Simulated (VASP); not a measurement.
# CaO (P6_3/mmc) in VASP: further runs

CaO is run at these levels: PBE; tasks: single point.

All numbers are computed with VASP 6.6.1; they aren't measurements. Logs are shortened: lines on timing, memory, paths and dates and some standing lists are left out, and cuts for length are marked.

**1. The cell of the first run**

The structure is hexagonal, space group P6_3/mmc (No. 194). The conventional cell has a = 3.951 Å, b = 3.951 Å, c = 4.938 Å, α = 90.00°, β = 90.00°, γ = 120.00°. Ca (site symmetry -6m2) has 5 O at 2.28 to 2.47 Å within 3.0 Å. Within 3.0 Å of O (site symmetry -6m2) lie 5 Ca at 2.28 to 2.47 Å.

**2. Single point, PBE (16.69 Å³/atom)**

INCAR

```
PREC = Accurate
ENCUT = 520
EDIFF = 1E-7
ISMEAR = 0
SIGMA = 0.05
LREAL = F
LASPH = T
NELM = 60
ALGO = Normal
ISIF = 2
LWAVE = F
LCHARG = T
GGA = PE
LELF = T
LVHAR = T
NBANDS = 24
```

KPOINTS

```
regular mesh
0
Gamma
  9 9 6
```

POSCAR

```
CaO
1.0
    3.9513498766      0.0000000000      0.0000000000
   -1.9756749383      3.4219693724      0.0000000000
    0.0000000000      0.0000000000      4.9383970758
Ca O
2 2
Direct
    0.3333333333      0.6666666667      0.7500000000
    0.6666666667      0.3333333333      0.2500000000
    0.3333333333      0.6666666667      0.2500000000
    0.6666666667      0.3333333333      0.7500000000
```

Potentials or basis: VASP PAW PBE potentials, release 64 (Ca_sv, O).

On the command line:

```console
> cat potpaw_PBE.64/Ca_sv/POTCAR potpaw_PBE.64/O/POTCAR > POTCAR
> mpirun -np 1 vasp_std > vasp.out
```

OUTCAR:

```text
PREC = Accurate
   ENCUT = 520
   EDIFF = 1E-7
   ISMEAR = 0
   LREAL = F
   LASPH = T
   NELM = 60
   ISIF = 2
   GGA = PE

 ion  position               nearest neighbor table
   1  0.333  0.667  0.750-   4 2.28   4 2.28   4 2.28   3 2.47   3 2.47
   2  0.667  0.333  0.250-   3 2.28   3 2.28   3 2.28   4 2.47   4 2.47
   3  0.333  0.667  0.250-   2 2.28   2 2.28   2 2.28   1 2.47   1 2.47
   4  0.667  0.333  0.750-   1 2.28   1 2.28   1 2.28   2 2.47   2 2.47

  LATTYP: Found a hexagonal cell.
 ALAT       =     3.9513498766
 C/A-ratio  =     1.2498000000

  Lattice vectors:

 A1 = (   3.9513498766,   0.0000000000,   0.0000000000)
 A2 = (  -1.9756749383,   3.4219693724,   0.0000000000)
 A3 = (   0.0000000000,   0.0000000000,   4.9383970758)

Analysis of symmetry for initial positions (statically):
=====================================================================
 Subroutine PRICEL returns:
 Original cell was already a primitive cell.

 Routine SETGRP: Setting up the symmetry group for a
 hexagonal supercell.

 Subroutine GETGRP returns: Found 24 space group operations
 (whereof 12 operations were pure point group operations)
 out of a pool of 24 trial point group operations.

The static configuration has the point symmetry D_3d.
 The point group associated with its full space group is D_6h.

Analysis of symmetry for dynamics (positions and initial velocities):
=====================================================================
 Subroutine PRICEL returns:
 Original cell was already a primitive cell.

 Routine SETGRP: Setting up the symmetry group for a
 hexagonal supercell.

 Subroutine GETGRP returns: Found 24 space group operations
 (whereof 12 operations were pure point group operations)
 out of a pool of 24 trial point group operations.

The dynamic configuration has the point symmetry D_3d.
 The point group associated with its full space group is D_6h.

 Subroutine INISYM returns: Found 24 space group operations
 (whereof 12 operations are pure point group operations),
 and found     1 'primitive' translations

----------------------------------------------------------------------------------------

                                     Primitive cell

  volume of cell :      66.7740

  direct lattice vectors                    reciprocal lattice vectors
     3.951349877  0.000000000  0.000000000     0.253078070  0.146114692  0.000000000
    -1.975674938  3.421969372  0.000000000     0.000000000  0.292229383  0.000000000
     0.000000000  0.000000000  4.938397076     0.000000000  0.000000000  0.202494855

  length of vectors
     3.951349877  3.951349877  4.938397076     0.292229383  0.292229383  0.202494855

  position of ions in fractional coordinates (direct lattice)
     0.333333333  0.666666667  0.750000000
     0.666666667  0.333333333  0.250000000
     0.333333333  0.666666667  0.250000000
     0.666666667  0.333333333  0.750000000

  ion indices of the primitive-cell ions
   primitive index   ion index
                 1           1
                 2           2
                 3           3
                 4           4

----------------------------------------------------------------------------------------

 KPOINTS: regular mesh

Automatic generation of k-mesh.
 Grid dimensions read from file:
 generate k-points for:    9    9    6

 Generating k-lattice:

  Cartesian coordinates                     Fractional coordinates (reciprocal lattice)
     0.028119786  0.016234966  0.000000000     0.111111111  0.000000000  0.000000000
     0.000000000  0.032469931  0.000000000     0.000000000  0.111111111  0.000000000
     0.000000000  0.000000000  0.033749143     0.000000000  0.000000000  0.166666667

  Length of vectors
     0.032469931  0.032469931  0.033749143

  Shift w.r.t. Gamma in fractional coordinates (k-lattice)
     0.000000000  0.000000000  0.000000000

 Subroutine IBZKPT returns following result:
 ===========================================

 Found     48 irreducible k-points:

 Following reciprocal coordinates:
            Coordinates               Weight
  0.000000  0.000000  0.000000      1.000000
  0.111111  0.000000  0.000000      6.000000
  0.222222  0.000000  0.000000      6.000000
  0.333333 -0.000000  0.000000      6.000000
  0.444444  0.000000  0.000000      6.000000
  0.111111  0.111111  0.000000      6.000000
[... 16 lines left out ...]
  0.333333  0.222222  0.166667     24.000000
  0.333333  0.333333  0.166667      4.000000
 [... further k-points ...]
   k-points           NKPTS =     48   k-points in BZ     NKDIM =     48   number of bands    NBANDS=     24
   number of dos      NEDOS =    301   number of ions     NIONS =      4
   total plane-waves  NPLWV =  36000
   dimension x,y,z NGX =    30 NGY =   30 NGZ =   40
   dimension x,y,z NGXF=    60 NGYF=   60 NGZF=   80
   ions per type =               2   2
   NGX,Y,Z   is equivalent  to a cutoff of  12.62, 12.62, 13.47 a.u.
   NGXF,Y,Z  is equivalent  to a cutoff of  25.24, 25.24, 26.93 a.u.
 SYSTEM =  unknown system
   PREC   = accura    normal or accurate (medium, high low for compatibility)
   ISTART =      0    job   : 0-new  1-cont  2-samecut
   ICHARG =      2    charge: 1-file 2-atom 10-const
   ISPIN  =      1    spin polarized calculation?
   LNONCOLLINEAR =      F non collinear calculations
   LSORBIT =      F    spin-orbit coupling
   LASPH  =      T    aspherical Exc in radial PAW
   ENCUT  =  520.0 eV  38.22 Ry    6.18 a.u.   7.35  7.35  9.18*2*pi/ulx,y,z
   NELM   =     60;   NELMIN=  2; NELMDL= -5     # of ELM steps
   EDIFF  = 0.1E-06   stopping-criterion for ELM
   LREAL  =      F    real-space projection
   EDIFFG = 0.1E-05   stopping-criterion for IOM
   NSW    =      0    number of steps for IOM
   IBRION =     -1    ionic relax: 0-MD 1-quasi-New 2-CG
   NFREE  =      0    steps in history (QN), initial steepest desc. (CG)
   ISIF   =      2    stress and relaxation
   ISYM   =      2    0-nonsym 1-usesym 2-fastsym
   POTIM  = 0.5000    time-step for ionic-motion
   TEBEG  =    0.0;   TEEND  =   0.0 temperature during run
   PSTRESS=    0.0 pullay stress
   NELECT =      32.0000    total number of electrons
   NUPDOWN=      -1.0000    fix difference up-down
   EMIN   =  10.00;   EMAX   =-10.00  energy-range for DOS
   EFERMI =   0.00;   METHOD = LEGACY
   ISMEAR =     0;   SIGMA  =   0.05  broadening in eV -4-tet -1-fermi 0-gaus
   EFERMI_NEDOS =   21; number of points for ismear=-14 and -15
   IALGO  =     38    algorithm
   IMIX   =      4    mixing-type and parameters
     AMIX     =   0.40;   BMIX     =  1.00
     AMIX_MAG =   1.60;   BMIX_MAG =  1.00
  volume/ion in A,a.u.               =      16.69       112.65
  Fermi-wavevector in a.u.,A,eV,Ry     =   1.281117  2.420961 22.330725  1.641262
  Thomas-Fermi vector in A             =   2.413506
   LORBIT       =      0    0 simple, 1 ext, 2 COOP (PROOUT), +10 PAW based schemes
   GGA     = PE    functional components
   LHFCALC =     F    Hartree Fock is set to
   AEXX    =    0.0000 exact exchange contribution
   IVDW    =     0    specifies the selected vdW correction
   LEPSILON=     F    determine dielectric tensor
   LRPA    =     F    only Hartree local field effects (RPA)
 non-spin polarized calculation
 Gauss-broadening in eV      SIGMA  =   0.05
  energy-cutoff  :      520.00
  volume of cell :       66.77
 maximum number of plane-waves:      1842
 NGX is ok and might be reduce to    30
   NGX = 15   NGY = 15   NGZ = 19

 number of electron      31.9999990 magnetization

 Free energy of the ion-electron system (eV)
  ---------------------------------------------------
  ext. energy  EPLUGINS =         0.00000000
  ---------------------------------------------------
  free energy    TOTEN  =       -25.32379847 eV

  energy without entropy =      -25.32379847  energy(sigma->0) =      -25.32379847

 E-fermi :   1.5104     XC(G=0):  -9.3540

 val. band max:        1.2352960585   @ k =   0.0000   0.0000   0.0000
 cond. band min:       4.4495863334   @ k =   0.0000   0.0000   0.0000
 fundamental gap:      3.2142902749
 Fermi energy:         1.5104038651

 k-point     1 :       0.0000    0.0000    0.0000
  band No.  band energies     occupation
      1     -36.4031      2.00000
      2     -36.2901      2.00000
      3     -17.7391      2.00000
      4     -17.4733      2.00000
      5     -17.4733      2.00000
      6     -17.3088      2.00000
[... 16 lines left out ...]
     23       9.6651      0.00000
     24      10.0086      0.00000

 k-point     2 :       0.1111    0.0000    0.0000
  band No.  band energies     occupation
      1     -36.3983      2.00000
      2     -36.2914      2.00000
      3     -17.7231      2.00000
      4     -17.5322      2.00000
      5     -17.4838      2.00000
      6     -17.3785      2.00000
[... 16 lines left out ...]
     23       9.6534      0.00000
     24       9.8749      0.00000

 k-point     3 :       0.2222    0.0000    0.0000
  band No.  band energies     occupation
      1     -36.3854      2.00000
      2     -36.2956      2.00000
      3     -17.6782      2.00000
      4     -17.6733      2.00000
      5     -17.5391      2.00000
      6     -17.5092      2.00000
[... 16 lines left out ...]
     23       9.4239      0.00000
     24       9.6722      0.00000
[... 514 lines left out ...]
 k-point    23 :       0.3333    0.2222    0.1667
  band No.  band energies     occupation
      1     -36.3418      2.00000
      2     -36.3195      2.00000
      3     -17.9722      2.00000
      4     -17.9205      2.00000
      5     -17.5976      2.00000
      6     -17.4337      2.00000
[... 16 lines left out ...]
     23       9.6600      0.00000
     24       9.8569      0.00000

 k-point    24 :       0.3333    0.3333    0.1667
  band No.  band energies     occupation
      1     -36.3298      2.00000
      2     -36.3298      2.00000
      3     -17.9580      2.00000
      4     -17.9580      2.00000
      5     -17.6213      2.00000
      6     -17.3829      2.00000
[... 16 lines left out ...]
     23       9.5857      0.00000
     24       9.9476      0.00000

 [... further k-points ...]

------------------------ aborting loop because EDIFF is reached ----------------------------------------

  FORCE on cell =-STRESS in cart. coord.  units (eV):
  Direction    XX          YY          ZZ          XY          YZ          ZX
  --------------------------------------------------------------------------------------
  -------------------------------------------------------------------------------------
  Total        0.8744457      0.8744457     -1.0887670     -0.0000000      0.0000000      0.0000000
  in kB       20.9814651     20.9814651    -26.1238956     -0.0000000      0.0000000      0.0000000
  external PRESSURE =       5.2796782 kB  Pullay stress =       0.0000000 kB

 VOLUME and BASIS-vectors are now :
 -----------------------------------------------------------------------------
  energy-cutoff  :      520.00
  volume of cell :       66.77
      direct lattice vectors                 reciprocal lattice vectors
     3.951349877  0.000000000  0.000000000     0.253078070  0.146114692  0.000000000
    -1.975674938  3.421969372  0.000000000     0.000000000  0.292229383  0.000000000
     0.000000000  0.000000000  4.938397076     0.000000000  0.000000000  0.202494855

 POSITION                                       TOTAL-FORCE (eV/Angst)
 -----------------------------------------------------------------------------------
     -0.00000      2.28131      3.70380         0.000000     -0.000000     -0.000000
      1.97567      1.14066      1.23460        -0.000000      0.000000      0.000000
     -0.00000      2.28131      1.23460        -0.000000      0.000000     -0.000000
      1.97567      1.14066      3.70380        -0.000000     -0.000000     -0.000000
 -----------------------------------------------------------------------------------
    total drift:                               -0.000000     -0.000000     -0.000000

  FREE ENERGIE OF THE ION-ELECTRON SYSTEM (eV)
  ---------------------------------------------------
  free  energy   TOTEN  =       -25.3237984702 eV

  energy  without entropy=      -25.3237984702  energy(sigma->0) =      -25.32379847
```

Wall time 2 min (1 thread of Intel Xeon 8259CL, shared host); peak memory 0.22 GiB.

What came out:

- Free energy: -25.3238 eV
- Pressure: 0.5 GPa
- Band gap on the k mesh: 3.21 eV

**3. Single point, PBE (16.69 Å³/atom)**

INCAR

```
PREC = Accurate
ENCUT = 520
EDIFF = 1E-6
ISMEAR = 0
SIGMA = 0.05
LREAL = False
LASPH = True
NELM = 80
ALGO = Normal
ISIF = 2
LWAVE = False
LCHARG = False
GGA = PE
NBANDS = 24
```

KPOINTS

```
Automatic mesh
0
Gamma
  9 9 6
```

POSCAR

```
CaO
1.0
    4.1134403730      0.0000000000      0.0000000000
   -2.0567201865      3.5623438600      0.0000000000
    0.0000000000      0.0000000000      4.5568692452
Ca O
2 2
Direct
    0.3333333333      0.6666666667      0.7500000000
    0.6666666667      0.3333333333      0.2500000000
    0.3333333333      0.6666666667      0.2500000000
    0.6666666667      0.3333333333      0.7500000000
```

Potentials or basis: VASP PAW PBE potentials, release 64 (Ca_sv, O).

On the command line:

```console
> cat potpaw_PBE.64/Ca_sv/POTCAR potpaw_PBE.64/O/POTCAR > POTCAR
> mpirun -np 1 vasp_std > vasp.out
```

OUTCAR:

```text
PREC = Accurate
   ENCUT = 520
   EDIFF = 1E-6
   ISMEAR = 0
   LREAL = False
   LASPH = True
   NELM = 80
   ISIF = 2
   GGA = PE

 ion  position               nearest neighbor table
   1  0.333  0.667  0.750-   3 2.28   3 2.28   4 2.37   4 2.37   4 2.37
   2  0.667  0.333  0.250-   4 2.28   4 2.28   3 2.37   3 2.37   3 2.37
   3  0.333  0.667  0.250-   1 2.28   1 2.28   2 2.37   2 2.37   2 2.37
   4  0.667  0.333  0.750-   2 2.28   2 2.28   1 2.37   1 2.37   1 2.37

  LATTYP: Found a hexagonal cell.
 ALAT       =     4.1134403730
[... 849 lines left out ...]
  Direction    XX          YY          ZZ          XY          YZ          ZX
  --------------------------------------------------------------------------------------
  -------------------------------------------------------------------------------------
  Total       -0.7480924     -0.7480924      4.4087890      0.0000000      0.0000000      0.0000000
  in kB      -17.9497427    -17.9497427    105.7845593      0.0000000      0.0000000      0.0000000
  external PRESSURE =      23.2950246 kB  Pullay stress =       0.0000000 kB

 VOLUME and BASIS-vectors are now :
 -----------------------------------------------------------------------------
  energy-cutoff  :      520.00
  volume of cell :       66.77
      direct lattice vectors                 reciprocal lattice vectors
     4.113440373  0.000000000  0.000000000     0.243105505  0.140357029  0.000000000
    -2.056720187  3.562343860  0.000000000     0.000000000  0.280714058  0.000000000
     0.000000000  0.000000000  4.556869245     0.000000000  0.000000000  0.219448912

 POSITION                                       TOTAL-FORCE (eV/Angst)
 -----------------------------------------------------------------------------------
     -0.00000      2.37490      3.41765         0.000000     -0.000000      0.000000
      2.05672      1.18745      1.13922        -0.000000      0.000000      0.000000
     -0.00000      2.37490      1.13922         0.000000     -0.000000      0.000000
      2.05672      1.18745      3.41765        -0.000000      0.000000     -0.000000
 -----------------------------------------------------------------------------------
    total drift:                               -0.000000     -0.000000     -0.000000

  FREE ENERGIE OF THE ION-ELECTRON SYSTEM (eV)
  ---------------------------------------------------
  free  energy   TOTEN  =       -25.2205539901 eV

  energy  without entropy=      -25.2205539901  energy(sigma->0) =      -25.22055399
```

stdout:

```text
POSCAR found type information on POSCAR CaO
 POSCAR found :  2 types and       4 ions
 scaLAPACK will be used
 LDA part: xc-table for (Slater+PW92), standard interpolation
 POSCAR, INCAR and KPOINTS ok, starting setup
 FFT: planning ... GRIDC
 FFT: planning ... GRID_SOFT
 FFT: planning ... GRID
 WAVECAR not read
 entering main loop
```

Run time: 1.8 min. Hardware: 1 thread of Intel Xeon 8259CL, shared host; peak memory 0.22 GiB.

Results:

* Free energy: -25.2206 eV
* Pressure: 2.3 GPa
* Band gap on the k mesh: 2.82 eV

Stress tensor (GPa, compression positive):
```
-1.79  0.00  0.00
 0.00 -1.79  0.00
 0.00  0.00 10.58
```

Levels at points of the mesh, in eV from the valence-band top:
```csv
k point,band 13,band 14,band 15,band 16,band 17,band 18,band 19,band 20
"(0.00, 0.00, 0.00)",-1.22,-1.22,-0.93,0.00,2.82,5.86,5.86,7.80
"(0.00, 0.00, 0.50)",-1.46,-1.46,-1.46,-1.46,4.62,4.62,7.72,7.72
```

Caveat: the stress differs along the axes, from -2 to 11 GPa. A k mesh can miss the band edges.

(Part 1 of 2 ends here.)
